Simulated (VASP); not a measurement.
Here is a VASP 6.6.1 calculation.

INCAR

```
SYSTEM = C
ALGO = Normal ; EDIFF = 1E-6
ENCUT = 520 ; GGA = PS
ISIF = 2 ; ISMEAR = 0
LASPH = .TRUE. ; LCHARG = .FALSE.
LREAL = .FALSE. ; LWAVE = .FALSE.
NBANDS = 11 ; NELM = 60
PREC = Accurate ; SIGMA = 0.02
```

Contents of KPOINTS:

```
k-points
0
G
  12 12 12
  0 0 0
```

The input POSCAR:

```
C
1.0
    0.0000000000      1.7768737723      1.7768737723
    1.7768737723      0.0000000000      1.7768737723
    1.7768737723      1.7768737723      0.0000000000
C
2
Direct
    0.7500000000      0.7500000000      0.7500000000
    0.5000000000      0.5000000000      0.5000000000
```

Potentials or basis: VASP PAW PBE potentials, release 64 (C).

Launch:

```bash
$ cat potpaw_PBE.64/C/POTCAR > POTCAR
$ mpirun -np 1 vasp_std > vasp.out
```

Question: Estimate the pressure.

Answer: 1.1 GPa.

Question: Estimate the band gap on the k mesh.

Answer: 4.06 eV, indirect (least direct gap 5.57 eV).

Caveat: the PAW data sets were made with another functional, which shifts forces and pressure a little. A hybrid or GW would open this gap; PBEsol tends to underestimate it.
